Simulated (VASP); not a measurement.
Set up this calculation in VASP 6.6.1, as the native input.

| Quantity | Value |
| --- | --- |
| Task | single point |
| Functional | LDA |
| Potentials or basis | VASP PAW LDA potentials, release 64 (Ag) |
| Cutoff | 520 eV |
| k mesh | 20 × 20 × 20 |
| Occupations | fermi-dirac, width 0.15 eV |
| Spin | no spin polarisation |
| Dipole correction | no |
| Further INCAR settings | ALGO = Fast; EDIFF = 1e-07; NBANDS = 12 |

The structure of Ag lies in POSCAR:

```
Ag
1.0
   -1.5388323957      1.5388323957      1.5388323957
    1.5388323957     -1.5388323957      1.5388323957
    1.5388323957      1.5388323957     -1.5388323957
Ag
1
Direct
    0.0000000000      0.0000000000      0.0000000000
```

The input as run:

INCAR

```
SYSTEM = Ag
ALGO     = Fast           ! electronic algorithm
EDIFF    = 1E-7           ! SCF threshold, eV
ENCUT    = 520            ! plane-wave cutoff, eV
ISIF     = 2              ! what is computed and relaxed
ISMEAR   = -1             ! smearing method
LASPH    = .True.         ! aspherical terms in the spheres
LCHARG   = .True.         ! write CHGCAR
LELF     = .True.         ! ELF
LREAL    = .False.        ! projectors in reciprocal space
LVHAR    = .True.       
LWAVE    = .False.        ! write WAVECAR
NBANDS   = 12             ! bands
NELM     = 60             ! most SCF steps
PREC     = Accurate       ! precision mode
SIGMA    = 0.15           ! smearing width, eV
```

KPOINTS

```
k-points
0
Gamma
  20 20 20
  0 0 0
```

Potentials or basis: VASP PAW LDA potentials, release 64 (Ag).

Run with:

```console
$ cat potpaw_LDA.64/Ag/POTCAR > POTCAR
$ mpirun -np 1 vasp_std > vasp.out
```

It gave:

```
Pressure : 18.1 GPa
```

Run time: 60 s on 1 thread of Intel Xeon 8259CL, on a shared host, peak memory 0.15 GiB.
